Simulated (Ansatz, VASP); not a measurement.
Two plane-wave programs on Ti

```
CELL_PARAMETERS angstrom
2.86807 0.00000 0.00000
-1.43403 2.48382 0.00000
0.00000 0.00000 4.52313
ATOMIC_POSITIONS crystal
Ti 0.33333 0.66667 0.25000
Ti 0.66667 0.33333 0.75000
```

Alike in both runs: task relaxation of cell and atoms; functional LDA; k mesh 18 × 18 × 10; occupations gaussian, width 0.1 eV; no spin polarisation.

|  | VASP | Ansatz |
| --- | --- | --- |
| version | VASP 6.6.1 | Ansatz 0.2.0 |
| potentials or method | VASP PAW LDA potentials, release 64 (Ti_sv), cutoff 600 eV | scalar-relativistic, plane waves, PAW |
| valence electrons in the cell | 24 | 24 |

```csv
,VASP,Ansatz,Ansatz less VASP
"gap on the k mesh at the Fermi level, each at its own relaxed structure (eV)",none,none,-
relaxed volume (Å³/atom),16.09,16.11,+0.018
relaxed cell length with the largest relative difference (Å),2.863,2.864,+0.0012
```

LDA's correlation is that of Perdew and Zunger in VASP and of Perdew and Wang (1992) in Ansatz. A gap of «none» marks a metal or a gap that the smearing closes.
